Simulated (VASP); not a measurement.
Crystal: GaSe4.

```
Ga Se
1.0
     3.48450    0.00000    0.00000
    -1.74225    3.01767    0.00000
     0.00000    0.00000   11.20435
Ga Se
1 4
Direct
  0.00000 0.00000 0.00000
  0.33333 0.66667 0.86586
  0.33333 0.66667 0.37680
  0.66667 0.33333 0.13414
  0.66667 0.33333 0.62320
```

```yaml
Program: VASP 6.6.1
Task: relaxation of cell and atoms
Functional: PBE
Potentials_or_basis: VASP PAW PBE potentials, release 64 (Ga_d, Se)
Cutoff: 600 eV
k_mesh: 5 × 5 × 2
Occupations: gaussian, width 0.2 eV
Spin: no spin polarisation
```

At the start: pressure -0.1 GPa; volume 23.56 Å³/atom.

How do energy, volume and symmetry change on relaxing?

Over 20 steps the energy falls by 400.2 meV/atom and the volume is 22.02 Å³/atom (-6.5 %); space group P-3m1 (No. 164, to 0.05 Å).

The path:
```tsv
step	energy change (eV)	largest force (eV/Å)	pressure (GPa)	volume (Å³)
1	0.0000	1.1761	-0.11	117.81
2	-0.1643	0.8119	-1.32	117.53
3	-0.5565	0.8347	-3.76	116.57
4	-1.1912	0.6815	-3.92	114.21
5	1.5276	3.9295	14.41	107.60
6	-1.2957	0.8499	-3.97	113.88
7	-1.0415	1.6827	1.55	111.02
8	-1.3716	0.7744	-3.31	113.27
9	-1.4943	0.9800	-1.80	111.19
10	-1.5498	1.1867	-0.13	109.20
11	-1.5528	1.2427	0.35	108.67
12	-1.6329	1.1936	0.21	108.89
13	-1.8246	0.9546	0.00	109.48
14	-1.9567	0.2470	0.20	110.34
15	-1.9597	0.3482	0.13	110.26
16	-1.9775	0.2478	-0.08	110.54
17	-1.9972	0.0926	-0.50	111.25
18	-1.9973	0.1041	-0.54	111.30
19	-2.0007	0.0570	0.31	109.90
20	-2.0008	0.0511	0.19	110.10
```

Final structure:
```yaml
crystal:
  lattice:
    - [3.79742, 0.00000, 0.00000]
    - [-1.89871, 3.28866, 0.00000]
    - [0.00000, 0.00000, 8.81612]
  atoms:
    - { symbol: Ga, position: [0.00000, 0.00000, 0.00000] }
    - { symbol: Se, position: [0.33333, 0.66667, 0.83317] }
    - { symbol: Se, position: [0.33333, 0.66667, 0.40746] }
    - { symbol: Se, position: [0.66667, 0.33333, 0.16683] }
    - { symbol: Se, position: [0.66667, 0.33333, 0.59254] }
```

Caveat: the k points lie up to 0.38 Å⁻¹ apart in the final cell; the relaxation stopped at a loose force limit of 0.08 eV/Å, so its end isn't a converged minimum.
